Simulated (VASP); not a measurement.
# HfC (Fm-3m) in VASP: a series of runs

The runs below take HfC through single point, with BLYP, PBE, LDA, r2SCAN.

All numbers are computed with VASP 6.6.1; they aren't measurements. Logs are shortened: lines on timing, memory, paths and dates and some standing lists are left out, and cuts for length are marked.

## Step 1: The cell of the first run

The structure is cubic, space group Fm-3m (No. 225). Conventional cell: a = 4.650 Å, b = 4.650 Å, c = 4.650 Å, α = 90.00°, β = 90.00°, γ = 90.00°. Hf (site symmetry m-3m) has 6 C at 2.33 Å within 3.1 Å. C (site symmetry m-3m) has 6 Hf at 2.33 Å within 3.1 Å.

## Step 2: Single point, BLYP

Contents of INCAR:

```
SYSTEM = HfC
PREC = Accurate
ENCUT = 600
EDIFF = 1E-6
ISMEAR = 1
SIGMA = 0.15
LREAL = .FALSE.
LASPH = .TRUE.
NELM = 120
ALGO = Normal
ISIF = 2
LWAVE = .FALSE.
LCHARG = .FALSE.
GGA = B5
ALDAX = 1.0
AGGAX = 1.0
AGGAC = 1.0
ALDAC = 0.0
NBANDS = 14
GGA_COMPAT = .FALSE.
```

Contents of KPOINTS:

```
regular mesh
0
G
  11 11 11
  0 0 0
```

Contents of POSCAR:

```
HfC
1.0
    0.0000000000      2.3250000000      2.3250000000
    2.3250000000      0.0000000000      2.3250000000
    2.3250000000      2.3250000000      0.0000000000
Hf C
1 1
Direct
    0.5000000000      0.5000000000      0.5000000000
    0.0000000000      0.0000000000      0.0000000000
```

Potentials or basis: VASP PAW PBE potentials, release 64 (Hf_pv, C).

On the command line:

```sh
$ cat potpaw_PBE.64/Hf_pv/POTCAR potpaw_PBE.64/C/POTCAR > POTCAR
$ mpirun -np 1 vasp_std > vasp.out
```

OUTCAR:

```text
SYSTEM = HfC
   PREC = Accurate
   ENCUT = 600
   EDIFF = 1E-6
   ISMEAR = 1
   LREAL = .FALSE.
   LASPH = .TRUE.
   NELM = 120
   ISIF = 2
   GGA = B5

 ion  position               nearest neighbor table
   1  0.500  0.500  0.500-   2 2.33   2 2.33   2 2.33   2 2.33   2 2.33   2 2.33
   2  0.000  0.000  0.000-   1 2.33   1 2.33   1 2.33   1 2.33   1 2.33   1 2.33

  LATTYP: Found a face centered cubic cell.
 ALAT       =     4.6500000000

  Lattice vectors:

 A1 = (   0.0000000000,   2.3250000000,   2.3250000000)
 A2 = (   2.3250000000,   0.0000000000,   2.3250000000)
 A3 = (   2.3250000000,   2.3250000000,   0.0000000000)

Analysis of symmetry for initial positions (statically):
=====================================================================
 Subroutine PRICEL returns:
 Original cell was already a primitive cell.

 Routine SETGRP: Setting up the symmetry group for a
 face centered cubic supercell.

 Subroutine GETGRP returns: Found 48 space group operations
 (whereof 48 operations were pure point group operations)
 out of a pool of 48 trial point group operations.

The static configuration has the point symmetry O_h .

Analysis of symmetry for dynamics (positions and initial velocities):
=====================================================================
 Subroutine PRICEL returns:
 Original cell was already a primitive cell.

 Routine SETGRP: Setting up the symmetry group for a
 face centered cubic supercell.

 Subroutine GETGRP returns: Found 48 space group operations
 (whereof 48 operations were pure point group operations)
 out of a pool of 48 trial point group operations.

The dynamic configuration has the point symmetry O_h .

 Subroutine INISYM returns: Found 48 space group operations
 (whereof 48 operations are pure point group operations),
 and found     1 'primitive' translations

----------------------------------------------------------------------------------------

                                     Primitive cell

  volume of cell :      25.1362

  direct lattice vectors                    reciprocal lattice vectors
     0.000000000  2.325000000  2.325000000    -0.215053763  0.215053763  0.215053763
     2.325000000  0.000000000  2.325000000     0.215053763 -0.215053763  0.215053763
     2.325000000  2.325000000  0.000000000     0.215053763  0.215053763 -0.215053763

  length of vectors
     3.288046533  3.288046533  3.288046533     0.372484045  0.372484045  0.372484045

  position of ions in fractional coordinates (direct lattice)
     0.500000000  0.500000000  0.500000000
     0.000000000  0.000000000  0.000000000

  ion indices of the primitive-cell ions
   primitive index   ion index
                 1           1
                 2           2

----------------------------------------------------------------------------------------

 KPOINTS: regular mesh

Automatic generation of k-mesh.
 Grid dimensions read from file:
 generate k-points for:   11   11   11

 Generating k-lattice:

  Cartesian coordinates                     Fractional coordinates (reciprocal lattice)
    -0.019550342  0.019550342  0.019550342     0.090909091  0.000000000  0.000000000
     0.019550342 -0.019550342  0.019550342     0.000000000  0.090909091  0.000000000
     0.019550342  0.019550342 -0.019550342     0.000000000  0.000000000  0.090909091

  Length of vectors
     0.033862186  0.033862186  0.033862186

  Shift w.r.t. Gamma in fractional coordinates (k-lattice)
     0.000000000  0.000000000  0.000000000

 Subroutine IBZKPT returns following result:
 ===========================================

 Found     56 irreducible k-points:

 Following reciprocal coordinates:
            Coordinates               Weight
  0.000000  0.000000  0.000000      1.000000
  0.090909  0.000000  0.000000      8.000000
  0.181818  0.000000  0.000000      8.000000
  0.272727  0.000000  0.000000      8.000000
  0.363636  0.000000  0.000000      8.000000
  0.454545  0.000000  0.000000      8.000000
[... 16 lines left out ...]
 -0.272727  0.181818  0.000000     24.000000
 -0.181818  0.181818  0.000000     12.000000
 [... further k-points ...]
   k-points           NKPTS =     56   k-points in BZ     NKDIM =     56   number of bands    NBANDS=     14
   number of dos      NEDOS =    301   number of ions     NIONS =      2
   total plane-waves  NPLWV =  21952
   dimension x,y,z NGX =    28 NGY =   28 NGZ =   28
   dimension x,y,z NGXF=    56 NGYF=   56 NGZF=   56
   ions per type =               1   1
   NGX,Y,Z   is equivalent  to a cutoff of  14.16, 14.16, 14.16 a.u.
   NGXF,Y,Z  is equivalent  to a cutoff of  28.31, 28.31, 28.31 a.u.
 SYSTEM =  HfC
   PREC   = accura    normal or accurate (medium, high low for compatibility)
   ISTART =      0    job   : 0-new  1-cont  2-samecut
   ICHARG =      2    charge: 1-file 2-atom 10-const
   ISPIN  =      1    spin polarized calculation?
   LNONCOLLINEAR =      F non collinear calculations
   LSORBIT =      F    spin-orbit coupling
   LASPH  =      T    aspherical Exc in radial PAW
   ENCUT  =  600.0 eV  44.10 Ry    6.64 a.u.   6.57  6.57  6.57*2*pi/ulx,y,z
   NELM   =    120;   NELMIN=  2; NELMDL= -5     # of ELM steps
   EDIFF  = 0.1E-05   stopping-criterion for ELM
   LREAL  =      F    real-space projection
   EDIFFG = 0.1E-04   stopping-criterion for IOM
   NSW    =      0    number of steps for IOM
   IBRION =     -1    ionic relax: 0-MD 1-quasi-New 2-CG
   NFREE  =      0    steps in history (QN), initial steepest desc. (CG)
   ISIF   =      2    stress and relaxation
   ISYM   =      2    0-nonsym 1-usesym 2-fastsym
   POTIM  = 0.5000    time-step for ionic-motion
   TEBEG  =    0.0;   TEEND  =   0.0 temperature during run
   PSTRESS=    0.0 pullay stress
   NELECT =      14.0000    total number of electrons
   NUPDOWN=      -1.0000    fix difference up-down
   EMIN   =  10.00;   EMAX   =-10.00  energy-range for DOS
   EFERMI =   0.00;   METHOD = LEGACY
   ISMEAR =     1;   SIGMA  =   0.15  broadening in eV -4-tet -1-fermi 0-gaus
   EFERMI_NEDOS =   21; number of points for ismear=-14 and -15
   IALGO  =     38    algorithm
   IMIX   =      4    mixing-type and parameters
     AMIX     =   0.40;   BMIX     =  1.00
     AMIX_MAG =   1.60;   BMIX_MAG =  1.00
  volume/ion in A,a.u.               =      12.57        84.81
  Fermi-wavevector in a.u.,A,eV,Ry     =   1.346949  2.545365 24.684672  1.814272
  Thomas-Fermi vector in A             =   2.474740
   LORBIT       =      0    0 simple, 1 ext, 2 COOP (PROOUT), +10 PAW based schemes
   GGA     = B5    functional components
   LHFCALC =     F    Hartree Fock is set to
   AEXX    =    0.0000 exact exchange contribution
   IVDW    =     0    specifies the selected vdW correction
   LEPSILON=     F    determine dielectric tensor
   LRPA    =     F    only Hartree local field effects (RPA)
 non-spin polarized calculation
 Methfessel and Paxton  Order N= 1 SIGMA  =   0.15
  energy-cutoff  :      600.00
  volume of cell :       25.14
 maximum number of plane-waves:       869
   NGX = 13   NGY = 13   NGZ = 13

 number of electron      14.0000000 magnetization

 Free energy of the ion-electron system (eV)
  ---------------------------------------------------
  ext. energy  EPLUGINS =         0.00000000
  ---------------------------------------------------
  free energy    TOTEN  =       -19.12124876 eV

  energy without entropy =      -19.12067092  energy(sigma->0) =      -19.12105614

 E-fermi :   6.5480     XC(G=0): -11.6112

 val. band max:        6.3609088223   @ k =   0.4545   0.4545   0.0000
 cond. band min:       6.5671707744   @ k =   0.0909   0.0000   0.0000
 fundamental gap:      0.2062619521
 Fermi energy:         6.5480260494

 k-point     1 :       0.0000    0.0000    0.0000
  band No.  band energies     occupation
      1     -23.1273      2.00000
      2     -23.1273      2.00000
      3     -23.1273      2.00000
      4      -5.7178      2.00000
      5       7.4290     -0.00000
      6       7.4290     -0.00000
      7       7.4290     -0.00000
      8       7.8386     -0.00000
      9       7.8386     -0.00000
     10       7.8386     -0.00000
     11       9.7884      0.00000
     12       9.7884      0.00000
     13      13.4898      0.00000
     14      17.9779      0.00000

 k-point     2 :       0.0909    0.0000    0.0000
  band No.  band energies     occupation
      1     -23.1840      2.00000
      2     -23.1327      2.00000
      3     -23.1327      2.00000
      4      -5.5134      2.00000
      5       6.2548      2.01847
      6       6.5672      0.78592
      7       6.5672      0.78591
      8       8.1862     -0.00000
      9       8.1862     -0.00000
     10       8.5444     -0.00000
     11      10.7258      0.00000
     12      10.7258      0.00000
     13      13.9330      0.00000
     14      18.5307      0.00000

 k-point     3 :       0.1818    0.0000    0.0000
  band No.  band energies     occupation
      1     -23.3328      2.00000
      2     -23.1473      2.00000
      3     -23.1473      2.00000
      4      -4.9349      2.00000
      5       4.6810      2.00000
      6       5.4245      2.00000
      7       5.4245      2.00000
      8       8.8020     -0.00000
      9       8.8020     -0.00000
     10       9.0838     -0.00000
     11      12.4768      0.00000
     12      12.4768      0.00000
     13      14.9321      0.00000
     14      19.4274      0.00000
[... 324 lines left out ...]
 k-point    23 :      -0.2727    0.1818    0.0000
  band No.  band energies     occupation
      1     -23.6080      2.00000
      2     -23.3278      2.00000
      3     -23.1813      2.00000
      4      -3.1736      2.00000
      5       1.9702      2.00000
      6       3.8487      2.00000
      7       4.1928      2.00000
      8       9.8891      0.00000
      9      10.5975      0.00000
     10      11.8971      0.00000
     11      13.1737      0.00000
     12      16.2055      0.00000
     13      17.3281      0.00000
     14      19.3937      0.00000

 k-point    24 :      -0.1818    0.1818    0.0000
  band No.  band energies     occupation
      1     -23.4998      2.00000
      2     -23.2745      2.00000
      3     -23.1561      2.00000
      4      -3.8972      2.00000
      5       2.8914      2.00000
      6       4.2031      2.00000
      7       4.6584      2.00000
      8       9.1182     -0.00000
      9      10.2283      0.00000
     10      11.1418      0.00000
     11      12.0950      0.00000
     12      15.9648      0.00000
     13      16.2349      0.00000
     14      19.4137      0.00000

 [... further k-points ...]
[... 5 lines left out ...]
  --------------------------------------------------------------------------------------
  -------------------------------------------------------------------------------------
  Total        1.1871000      1.1871000      1.1871000      0.0000000      0.0000000      0.0000000
  in kB       75.6656966     75.6656966     75.6656966      0.0000000      0.0000000      0.0000000
  external PRESSURE =      75.6656966 kB  Pullay stress =       0.0000000 kB

 VOLUME and BASIS-vectors are now :
 -----------------------------------------------------------------------------
  energy-cutoff  :      600.00
  volume of cell :       25.14
      direct lattice vectors                 reciprocal lattice vectors
     0.000000000  2.325000000  2.325000000    -0.215053763  0.215053763  0.215053763
     2.325000000  0.000000000  2.325000000     0.215053763 -0.215053763  0.215053763
     2.325000000  2.325000000  0.000000000     0.215053763  0.215053763 -0.215053763

 POSITION                                       TOTAL-FORCE (eV/Angst)
 -----------------------------------------------------------------------------------
      2.32500      2.32500      2.32500         0.000000     -0.000000     -0.000000
      0.00000      0.00000      0.00000        -0.000000      0.000000      0.000000
 -----------------------------------------------------------------------------------
    total drift:                                0.000000      0.000000      0.000000

  FREE ENERGIE OF THE ION-ELECTRON SYSTEM (eV)
  ---------------------------------------------------
  free  energy   TOTEN  =       -19.1212487569 eV

  energy  without entropy=      -19.1206709156  energy(sigma->0) =      -19.12105614
```

It took 17 s on 1 thread of Intel Xeon 6975P-C (Granite Rapids), shared host; peak memory 0.16 GiB.

Results:

```
Free energy            : -19.1212 eV
Pressure               : 7.6 GPa
Band gap on the k mesh : zero (bands 7 and 8 overlap by 1.38 eV)
```

Levels at points of the mesh, in eV from the Fermi level:
```tsv
k point	band 3	band 4	band 5	band 6	band 7	band 8	band 9	band 10	band 11	band 12
(0.00, 0.00, 0.00)	-29.68	-12.27	0.88	0.88	0.88	1.29	1.29	1.29	3.24	3.24
```

Caveat: the cell stands under pressure; the PAW data sets were made with another functional, which shifts forces and pressure a little; spin-orbit coupling is left out, which moves the levels of the heavy elements.

(Continued in part 2 of 2.)
